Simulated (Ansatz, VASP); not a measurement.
# TaN: VASP beside Ansatz

INCAR

```
PREC = Accurate
ENCUT = 700
EDIFF = 1E-6
ISMEAR = 0
SIGMA = 0.15
LREAL = False
LASPH = True
NELM = 120
ALGO = Normal
ISIF = 2
LWAVE = False
LCHARG = False
GGA = PS
NBANDS = 16
GGA_COMPAT = False
```

The input KPOINTS:

```
regular mesh
0
Gamma
  18 18 16
```

Contents of POSCAR:

```
TaN
1.0
    2.8144000000      0.0000000000      0.0000000000
   -1.4072000000      2.4373418964      0.0000000000
    0.0000000000      0.0000000000      2.9784000000
Ta N
1 1
Direct
    0.3333333333      0.6666666667      0.5000000000
    0.0000000000      0.0000000000      0.0000000000
```

Input for Ansatz:

```yaml
crystal:
  lattice:
    - [2.8144, 0.0, 0.0]
    - [-1.4072, 2.4373418964, 0.0]
    - [0.0, 0.0, 2.9784]
  atoms:
    - { symbol: Ta, position: [0.3333333333, 0.6666666667, 0.5] }
    - { symbol: "N", position: [0.0, 0.0, 0.0] }
basis:
  ecutwfc: 520.0
kpoints:
  mp_grid: { grid: [18, 18, 16] }
hamiltonian:
  xc: pbesol
scf:
  occupations: { method: gaussian, width: 0.15 }
output:
  forces: true
  stress: true
  eigenvalues: true
```

Alike in both runs: task single point; functional PBEsol; k mesh 18 × 18 × 16; occupations gaussian, width 0.15 eV; no spin polarisation.

```csv
,VASP,Ansatz
version,VASP 6.6.1,Ansatz 0.2.0
potentials or method,"VASP PAW PBE potentials, release 64 (Ta_sv_GW, N), cutoff 700 eV","scalar-relativistic, plane waves, PAW"
valence electrons in the cell,18,18
```

```tsv
	VASP	Ansatz	Ansatz less VASP
gap on the k mesh at the Fermi level (eV)	none	none	-
pressure (GPa)	14.5	14.5	-0.07
traceless stress, the component that is largest in VASP (GPa)	-33.22	-33.44	-0.219
```

VASP's potentials were made for PBE, not for PBEsol. A gap of «none» marks a metal or a gap that the smearing closes.

Neither program's run includes spin-orbit coupling.
